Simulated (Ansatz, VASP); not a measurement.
One calculation of HfN, two programs

```
CELL_PARAMETERS angstrom
0.00000 2.24206 2.25900
2.27594 0.00000 2.25900
2.27594 2.24206 0.00000
ATOMIC_POSITIONS crystal
Hf 0.00000 0.00000 0.00000
N 0.50000 0.50000 0.50000
```

Change from the starting cell: strain +0.0075 x Voigt [1, -1, 0, 0, 0, 0], atoms carried along.

Alike in both runs: task single point; functional PBEsol; k mesh 18 × 18 × 18; occupations gaussian, width 0.15 eV; no spin polarisation.

|  | VASP | Ansatz |
| --- | --- | --- |
| version | VASP 6.6.1 | Ansatz 0.2.0 |
| potentials or method | VASP PAW PBE potentials, release 64 (Hf_pv, N), cutoff 520 eV | scalar-relativistic, plane waves, PAW |
| valence electrons in the cell | 15 | 31 |

Ansatz gave:

| Quantity | Value |
| --- | --- |
| gap on the k mesh at the Fermi level (eV) | none |
| pressure (GPa) | -2.9 |
| traceless stress, the component that is largest in VASP (GPa) | 3.62 |

Estimate VASP's values.

gap on the k mesh at the Fermi level (eV): none; pressure (GPa): -5.1; traceless stress, the component that is largest in VASP (GPa): 3.59.

VASP's potentials were made for PBE, not for PBEsol. A gap of «none» marks a metal or a gap that the smearing closes. VASP's potentials hold 15 valence electrons a cell and Ansatz's 31, so a difference there can come from the potentials and not from the codes.

Spin-orbit coupling is off throughout.
